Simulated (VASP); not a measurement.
# SiC (P6_3mc) in VASP: a series of runs

SiC is run at these levels: PBE; tasks: single point, relaxation of cell and atoms.

Everything below comes from runs of VASP 6.6.1. Logs are shortened: lines on timing, memory, paths and dates and some standing lists are left out, and cuts for length are marked.

### 1 The cell of the first run

Symmetry: P6_3mc, No. 186, hexagonal system. Conventional cell: a = 3.092 Å, b = 3.092 Å, c = 5.075 Å, α = 90.00°, β = 90.00°, γ = 120.00°. Si (site symmetry 3m) has 4 C at 1.89 to 1.91 Å within 2.5 Å. C (site symmetry 3m) has 4 Si at 1.89 to 1.91 Å within 2.5 Å.

### 2 Single point, PBE

Input file INCAR:

```
PREC = Accurate ; ENCUT = 600
EDIFF = 1E-6 ; ISMEAR = 0
SIGMA = 0.02 ; LREAL = F
LASPH = T ; NELM = 120
ALGO = Normal ; ISIF = 2
LWAVE = F ; LCHARG = T
GGA = PE ; LELF = T
LVHAR = T ; NBANDS = 16
GGA_COMPAT = F
```

Input file KPOINTS:

```
Automatic mesh
0
Gamma
  12 12 6
```

Input file POSCAR:

```
SiC
1.0
    3.0918782536      0.0000000000      0.0000000000
   -1.5459391268      2.6776451130      0.0000000000
    0.0000000000      0.0000000000      5.0748903997
Si C
2 2
Direct
    0.3333333333      0.6666666667      0.0045933897
    0.6666666667      0.3333333333      0.5045933897
    0.3333333333      0.6666666667      0.3804066103
    0.6666666667      0.3333333333      0.8804066103
```

Potentials or basis: VASP PAW PBE potentials, release 64 (Si, C).

Command:

```sh
$ cat potpaw_PBE.64/Si/POTCAR potpaw_PBE.64/C/POTCAR > POTCAR
$ mpirun -np 1 vasp_std > vasp.out
```

OUTCAR:

```text
PREC = Accurate
   ENCUT = 600
   EDIFF = 1E-6
   ISMEAR = 0
   LREAL = F
   LASPH = T
   NELM = 120
   ISIF = 2
   GGA = PE

 ion  position               nearest neighbor table
   1  0.333  0.667  0.005-   4 1.89   4 1.89   4 1.89   3 1.91   2 3.10   2 3.10   2 3.10   2 3.10
                             2 3.10   2 3.10
   2  0.667  0.333  0.505-   3 1.89   3 1.89   3 1.89   4 1.91   1 3.10   1 3.10   1 3.10   1 3.10
                             1 3.10   1 3.10
   3  0.333  0.667  0.380-   2 1.89   2 1.89   2 1.89   1 1.91
   4  0.667  0.333  0.880-   1 1.89   1 1.89   1 1.89   2 1.91

  LATTYP: Found a hexagonal cell.
 ALAT       =     3.0918782536
 C/A-ratio  =     1.6413616525

  Lattice vectors:

 A1 = (   3.0918782536,   0.0000000000,   0.0000000000)
 A2 = (  -1.5459391268,   2.6776451130,   0.0000000000)
 A3 = (   0.0000000000,   0.0000000000,   5.0748903997)

Analysis of symmetry for initial positions (statically):
=====================================================================
 Subroutine PRICEL returns:
 Original cell was already a primitive cell.

 Routine SETGRP: Setting up the symmetry group for a
 hexagonal supercell.

 Subroutine GETGRP returns: Found 12 space group operations
 (whereof  6 operations were pure point group operations)
 out of a pool of 24 trial point group operations.

The static configuration has the point symmetry C_3v.
 The point group associated with its full space group is C_6v.

Analysis of symmetry for dynamics (positions and initial velocities):
=====================================================================
 Subroutine PRICEL returns:
 Original cell was already a primitive cell.

 Routine SETGRP: Setting up the symmetry group for a
 hexagonal supercell.

 Subroutine GETGRP returns: Found 12 space group operations
 (whereof  6 operations were pure point group operations)
 out of a pool of 24 trial point group operations.

The dynamic configuration has the point symmetry C_3v.
 The point group associated with its full space group is C_6v.

 Subroutine INISYM returns: Found 12 space group operations
 (whereof  6 operations are pure point group operations),
 and found     1 'primitive' translations

----------------------------------------------------------------------------------------

                                     Primitive cell

  volume of cell :      42.0148

  direct lattice vectors                    reciprocal lattice vectors
     3.091878254  0.000000000  0.000000000     0.323428000  0.186731243  0.000000000
    -1.545939127  2.677645113  0.000000000     0.000000000  0.373462486  0.000000000
     0.000000000  0.000000000  5.074890400     0.000000000  0.000000000  0.197048590

  length of vectors
     3.091878254  3.091878254  5.074890400     0.373462486  0.373462486  0.197048590

  position of ions in fractional coordinates (direct lattice)
     0.333333333  0.666666667  0.004593390
     0.666666667  0.333333333  0.504593390
     0.333333333  0.666666667  0.380406610
     0.666666667  0.333333333  0.880406610

  ion indices of the primitive-cell ions
   primitive index   ion index
                 1           1
                 2           2
                 3           3
                 4           4

----------------------------------------------------------------------------------------

 KPOINTS: Automatic mesh

Automatic generation of k-mesh.
 Grid dimensions read from file:
 generate k-points for:   12   12    6

 Generating k-lattice:

  Cartesian coordinates                     Fractional coordinates (reciprocal lattice)
     0.026952333  0.015560937  0.000000000     0.083333333  0.000000000  0.000000000
     0.000000000  0.031121874  0.000000000     0.000000000  0.083333333  0.000000000
     0.000000000  0.000000000  0.032841432     0.000000000  0.000000000  0.166666667

  Length of vectors
     0.031121874  0.031121874  0.032841432

  Shift w.r.t. Gamma in fractional coordinates (k-lattice)
     0.000000000  0.000000000  0.000000000

 Subroutine IBZKPT returns following result:
 ===========================================

 Found     76 irreducible k-points:

 Following reciprocal coordinates:
            Coordinates               Weight
  0.000000  0.000000  0.000000      1.000000
  0.083333  0.000000  0.000000      6.000000
  0.166667  0.000000  0.000000      6.000000
  0.250000 -0.000000  0.000000      6.000000
  0.333333  0.000000  0.000000      6.000000
  0.416667 -0.000000  0.000000      6.000000
[... 16 lines left out ...]
  0.250000 -0.000000  0.166667     12.000000
  0.333333  0.000000  0.166667     12.000000
 [... further k-points ...]
   k-points           NKPTS =     76   k-points in BZ     NKDIM =     76   number of bands    NBANDS=     16
   number of dos      NEDOS =    301   number of ions     NIONS =      4
   total plane-waves  NPLWV =  32928
   dimension x,y,z NGX =    28 NGY =   28 NGZ =   42
   dimension x,y,z NGXF=    56 NGYF=   56 NGZF=   84
   ions per type =               2   2
   NGX,Y,Z   is equivalent  to a cutoff of  15.06, 15.06, 13.76 a.u.
   NGXF,Y,Z  is equivalent  to a cutoff of  30.11, 30.11, 27.52 a.u.
 SYSTEM =  unknown system
   PREC   = accura    normal or accurate (medium, high low for compatibility)
   ISTART =      0    job   : 0-new  1-cont  2-samecut
   ICHARG =      2    charge: 1-file 2-atom 10-const
   ISPIN  =      1    spin polarized calculation?
   LNONCOLLINEAR =      F non collinear calculations
   LSORBIT =      F    spin-orbit coupling
   LASPH  =      T    aspherical Exc in radial PAW
   ENCUT  =  600.0 eV  44.10 Ry    6.64 a.u.   6.18  6.18 10.14*2*pi/ulx,y,z
   NELM   =    120;   NELMIN=  2; NELMDL= -5     # of ELM steps
   EDIFF  = 0.1E-05   stopping-criterion for ELM
   LREAL  =      F    real-space projection
   EDIFFG = 0.1E-04   stopping-criterion for IOM
   NSW    =      0    number of steps for IOM
   IBRION =     -1    ionic relax: 0-MD 1-quasi-New 2-CG
   NFREE  =      0    steps in history (QN), initial steepest desc. (CG)
   ISIF   =      2    stress and relaxation
   ISYM   =      2    0-nonsym 1-usesym 2-fastsym
   POTIM  = 0.5000    time-step for ionic-motion
   TEBEG  =    0.0;   TEEND  =   0.0 temperature during run
   PSTRESS=    0.0 pullay stress
   NELECT =      16.0000    total number of electrons
   NUPDOWN=      -1.0000    fix difference up-down
   EMIN   =  10.00;   EMAX   =-10.00  energy-range for DOS
   EFERMI =   0.00;   METHOD = LEGACY
   ISMEAR =     0;   SIGMA  =   0.02  broadening in eV -4-tet -1-fermi 0-gaus
   EFERMI_NEDOS =   21; number of points for ismear=-14 and -15
   IALGO  =     38    algorithm
   IMIX   =      4    mixing-type and parameters
     AMIX     =   0.40;   BMIX     =  1.00
     AMIX_MAG =   1.60;   BMIX_MAG =  1.00
  volume/ion in A,a.u.               =      10.50        70.88
  Fermi-wavevector in a.u.,A,eV,Ry     =   1.186627  2.242399 19.158133  1.408083
  Thomas-Fermi vector in A             =   2.322795
   LORBIT       =      0    0 simple, 1 ext, 2 COOP (PROOUT), +10 PAW based schemes
   GGA     = PE    functional components
   LHFCALC =     F    Hartree Fock is set to
   AEXX    =    0.0000 exact exchange contribution
   IVDW    =     0    specifies the selected vdW correction
   LEPSILON=     F    determine dielectric tensor
   LRPA    =     F    only Hartree local field effects (RPA)
 non-spin polarized calculation
 Gauss-broadening in eV      SIGMA  =   0.02
  energy-cutoff  :      600.00
  volume of cell :       42.01
 maximum number of plane-waves:      1420
 NGX is ok and might be reduce to    28
   NGX = 13   NGY = 13   NGZ = 21

 number of electron      16.0000000 magnetization

 Free energy of the ion-electron system (eV)
  ---------------------------------------------------
  ext. energy  EPLUGINS =         0.00000000
  ---------------------------------------------------
  free energy    TOTEN  =       -30.11300181 eV

  energy without entropy =      -30.11300181  energy(sigma->0) =      -30.11300181

 E-fermi :   8.2492     XC(G=0): -11.2822

 val. band max:        8.0828570009   @ k =   0.0000   0.0000   0.0000
 cond. band min:      10.3856518167   @ k =   0.3333   0.3333   0.0000
 fundamental gap:      2.3027948158
 Fermi energy:         8.2491621494

 k-point     1 :       0.0000    0.0000    0.0000
  band No.  band energies     occupation
      1      -7.3621      2.00000
      2      -3.8544      2.00000
      3      -0.5258      2.00000
      4       6.7742      2.00000
      5       6.7742      2.00000
      6       7.9712      2.00000
[... 8 lines left out ...]
     15      16.9307      0.00000
     16      19.2939      0.00000

 k-point     2 :       0.0833    0.0000    0.0000
  band No.  band energies     occupation
      1      -7.2430      2.00000
      2      -3.7527      2.00000
      3      -0.4168      2.00000
      4       6.0939      2.00000
      5       6.5665      2.00000
      6       7.6188      2.00000
[... 8 lines left out ...]
     15      17.2323      0.00000
     16      18.4288      0.00000

 k-point     3 :       0.1667    0.0000    0.0000
  band No.  band energies     occupation
      1      -6.8890      2.00000
      2      -3.4566      2.00000
      3      -0.0991      2.00000
      4       4.6195      2.00000
      5       6.0959      2.00000
      6       6.5051      2.00000
[... 8 lines left out ...]
     15      17.5650      0.00000
     16      17.9021      0.00000

 k-point     4 :       0.2500   -0.0000    0.0000
  band No.  band energies     occupation
      1      -6.3114      2.00000
      2      -3.0032      2.00000
      3       0.3777      2.00000
      4       3.0203      2.00000
      5       5.1270      2.00000
      6       5.5846      2.00000
[... 8 lines left out ...]
     15      18.0437      0.00000
     16      18.8035      0.00000
[... 324 lines left out ...]
 k-point    22 :       0.1667    0.0000    0.1667
  band No.  band energies     occupation
      1      -6.7564      2.00000
      2      -3.9646      2.00000
      3       0.6026      2.00000
      4       4.7405      2.00000
      5       6.1203      2.00000
      6       6.1856      2.00000
[... 8 lines left out ...]
     15      17.7344      0.00000
     16      18.2652      0.00000

 k-point    23 :       0.2500   -0.0000    0.1667
  band No.  band energies     occupation
      1      -6.1810      2.00000
      2      -3.4745      2.00000
      3       0.9615      2.00000
      4       3.2237      2.00000
      5       4.7424      2.00000
      6       5.6810      2.00000
[... 8 lines left out ...]
     15      18.7495      0.00000
     16      18.7693      0.00000

 k-point    24 :       0.3333    0.0000    0.1667
  band No.  band energies     occupation
      1      -5.4119      2.00000
      2      -2.8970      2.00000
      3       0.8002      2.00000
      4       2.5069      2.00000
      5       3.3283      2.00000
      6       5.2619      2.00000
[... 8 lines left out ...]
     15      19.2383      0.00000
     16      20.0093      0.00000

 [... further k-points ...]

------------------------ aborting loop because EDIFF is reached ----------------------------------------

  FORCE on cell =-STRESS in cart. coord.  units (eV):
  Direction    XX          YY          ZZ          XY          YZ          ZX
  --------------------------------------------------------------------------------------
  -------------------------------------------------------------------------------------
  Total       -0.0482581     -0.0482581     -0.0615239      0.0000000      0.0000000      0.0000000
  in kB       -1.8402565     -1.8402565     -2.3461299      0.0000000      0.0000000      0.0000000
  external PRESSURE =      -2.0088810 kB  Pullay stress =       0.0000000 kB

 VOLUME and BASIS-vectors are now :
 -----------------------------------------------------------------------------
  energy-cutoff  :      600.00
  volume of cell :       42.01
      direct lattice vectors                 reciprocal lattice vectors
     3.091878254  0.000000000  0.000000000     0.323428000  0.186731243  0.000000000
    -1.545939127  2.677645113  0.000000000     0.000000000  0.373462486  0.000000000
     0.000000000  0.000000000  5.074890400     0.000000000  0.000000000  0.197048590

 POSITION                                       TOTAL-FORCE (eV/Angst)
 -----------------------------------------------------------------------------------
     -0.00000      1.78510      0.02331         0.000000     -0.000000     -0.000769
      1.54594      0.89255      2.56076         0.000000      0.000000     -0.000769
     -0.00000      1.78510      1.93052         0.000000      0.000000      0.000769
      1.54594      0.89255      4.46797        -0.000000      0.000000      0.000769
 -----------------------------------------------------------------------------------
    total drift:                               -0.000000      0.000000      0.000495

  FREE ENERGIE OF THE ION-ELECTRON SYSTEM (eV)
  ---------------------------------------------------
  free  energy   TOTEN  =       -30.1130018116 eV

  energy  without entropy=      -30.1130018116  energy(sigma->0) =      -30.11300181
```

Wall time 94 s (1 thread of Intel Xeon 8259CL, shared host); peak memory 0.2 GiB.

What came out:

```
Free energy            : -30.1130 eV
Pressure               : -0.2 GPa
Band gap on the k mesh : 2.30 eV (least direct gap 3.94 eV)
```

A k mesh can miss the band edges.

### 3 Relaxation of cell and atoms, PBE

This run uses another cell than the first one, of 10.63 Å³/atom.

Input file INCAR:

```
ALGO = Normal
EDIFF = 1E-7
EDIFFG = -0.003
ENCUT = 600
GGA = PE
GGA_COMPAT = False
IBRION = 2
ISIF = 3
ISMEAR = 0
LASPH = True
LCHARG = False
LREAL = False
LWAVE = False
NELM = 120
NELMIN = 4
NSW = 50
PREC = Accurate
SIGMA = 0.02
```

Input file KPOINTS:

```
k-points
0
Gamma
  12 12 6
```

Input file POSCAR:

```
SiC
1.0
    3.1042497754      0.0000000000      0.0000000000
   -1.5521248877      2.6883591651      0.0000000000
    0.0000000000      0.0000000000      5.0945236848
Si C
2 2
Direct
    0.3333333333      0.6666666667      0.0045774927
    0.6666666667      0.3333333333      0.5045774927
    0.3333333333      0.6666666667      0.3804225073
    0.6666666667      0.3333333333      0.8804225073
```

Potentials or basis: VASP PAW PBE potentials, release 64 (Si, C).

Command:

```sh
$ cat potpaw_PBE.64/Si/POTCAR potpaw_PBE.64/C/POTCAR > POTCAR
$ mpirun -np 1 vasp_std > vasp.out
```

Run time: 2.7 min. Hardware: 1 thread of Intel Xeon 8259CL, shared host; peak memory 0.2 GiB.

The run converged. Its results:

```
Free energy                           : -30.1136 eV
Relaxed volume                        : 10.49 Å³/atom
Relaxed cell                          : a = 3.091 Å, b = 3.091 Å, c = 5.073 Å, α = 90.00°, β = 90.00°, γ = 120.00°
Space group after relaxing (to 0.1 Å) : P6_3mc (No. 186)
Energy gained by relaxing             : 1.1 meV/atom
Ionic steps                           : 3
Pressure after relaxing               : 0.0 GPa
Band gap on the k mesh                : 2.30 eV (least direct gap 3.94 eV)
```

Forces on the atoms (eV/Å):
```
Si   0.000  0.000  0.003
Si   0.000  0.000  0.003
C    0.000  0.000 -0.003
C    0.000  0.000 -0.003
```

The path:
| step | energy change (eV) | largest force (eV/Å) | pressure (GPa) | volume (Å³) |
| --- | --- | --- | --- | --- |
| 1 | 0.0000 | 0.0013 | -2.66 | 42.52 |
| 2 | 0.0000 | 0.0074 | 2.80 | 41.44 |
| 3 | -0.0046 | 0.0029 | 0.00 | 41.97 |

Final structure:
```yaml
crystal:
  lattice:
    - [3.09089, 0.00000, 0.00000]
    - [-1.54544, 2.67679, 0.00000]
    - [0.00000, 0.00000, 5.07312]
  atoms:
    - { symbol: Si, position: [0.33333, 0.66667, 0.00457] }
    - { symbol: Si, position: [0.66667, 0.33333, 0.50457] }
    - { symbol: C, position: [0.33333, 0.66667, 0.38043] }
    - { symbol: C, position: [0.66667, 0.33333, 0.88043] }
```

Levels at points of the mesh, in eV from the valence-band top:
```
           k point  band 5  band 6  band 7  band 8  band 9  band 10  band 11  band 12
(0.00, 0.00, 0.00)   -1.31   -0.11    0.00    0.00    4.68     6.05     6.58     6.58
(0.50, 0.00, 0.00)   -5.38   -3.29   -3.24   -1.19    2.75     4.21     6.77     7.08
(0.00, 0.00, 0.50)   -0.71   -0.71   -0.71   -0.71    5.77     5.77     7.27     7.27
(0.50, 0.00, 0.50)   -2.42   -2.42   -2.31   -2.31    3.26     3.26     5.19     5.19
```

A k mesh can miss the band edges.
